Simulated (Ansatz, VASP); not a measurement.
# B5N: VASP beside Ansatz

Contents of INCAR:

```
PREC = Accurate
ENCUT = 520
EDIFF = 1E-6
ISMEAR = 0
SIGMA = 0.1
LREAL = False
LASPH = True
NELM = 150
ALGO = Normal
ISIF = 2
LWAVE = False
LCHARG = True
ISPIN = 2
MAGMOM = 0 0 0 0 0 1
LORBIT = 11
GGA = PE
LELF = True
LVHAR = True
NBANDS = 23
```

File KPOINTS:

```
Automatic mesh
0
Gamma
  12 12 1
```

Contents of POSCAR:

```
B5N
1.0
    1.8431561491      0.0000000000      0.0000000000
   -0.9215780746      1.5962200483      0.0000000000
    0.0000000000      0.0000000000     16.5759214958
B N
5 1
Direct
    0.6666666667      0.3333333333      0.8077368500
    0.0000000000      0.0000000000      0.6992290173
    0.6666666667      0.3333333333      0.5000000000
    0.0000000000      0.0000000000      0.3007709827
    0.6666666667      0.3333333333      0.1922631500
    0.0000000000      0.0000000000      0.0000000000
```

Input for Ansatz:

```yaml
crystal:
  lattice:
    - [1.8431561491, 0.0, 0.0]
    - [-0.9215780746, 1.5962200483, 0.0]
    - [0.0, 0.0, 16.5759214958]
  atoms:
    - { symbol: B, position: [0.6666666667, 0.3333333333, 0.80773685] }
    - { symbol: B, position: [0.0, 0.0, 0.6992290173] }
    - { symbol: B, position: [0.6666666667, 0.3333333333, 0.5] }
    - { symbol: B, position: [0.0, 0.0, 0.3007709827] }
    - { symbol: B, position: [0.6666666667, 0.3333333333, 0.19226315] }
    - { symbol: "N", position: [0.0, 0.0, 0.0], spin: 1.0 }
basis:
  ecutwfc: 420
kpoints:
  mp_grid: { grid: [12, 12, 1] }
hamiltonian:
  xc: pbe
scf:
  occupations: { method: gaussian, width: 0.1 }
  lower_state_search: "off"
output:
  forces: true
  stress: true
  eigenvalues: true
  populations: true
magnetization:
  spin_polarized: true
```

Change from the starting cell: species swapped into the MgCd5 type (P-6m2, No. 187).

Alike in both runs: task single point; functional PBE; k mesh 12 × 12 × 1; occupations gaussian, width 0.1 eV; collinear spin.

|  | VASP | Ansatz |
| --- | --- | --- |
| version | VASP 6.6.1 | Ansatz 0.2.0 |
| potentials or method | VASP PAW PBE potentials, release 64 (B, N), cutoff 520 eV | scalar-relativistic, plane waves, PAW |
| valence electrons in the cell | 20 | 20 |

|  | VASP | Ansatz | Ansatz less VASP |
| --- | --- | --- | --- |
| gap on the k mesh at the Fermi level (eV) | none | none | - |
| pressure (GPa) | 0.1 | 0.2 | +0.05 |
| traceless stress, the component that is largest in VASP (GPa) | 0.12 | 0.11 | -0.015 |
| rms of the force components (eV/Å) | 0.003 | 0.001 | -0.0023 |
| net moment per atom (μB) | 0.02 | 0.02 | 0.000 |
| size of the moment on the site where the two differ most (μB) | 0.11 | 0.11 | +0.002 |

Site moments also hang on the region over which each program counts them. Atom by atom the forces differ by 0.004 eV/Å (rms over components). A gap of «none» marks a metal or a gap that the smearing closes. The functional is the same, so the differences come from potentials, cutoffs and numerics.

The k mesh is coarse, so the values compare programs but aren't converged.
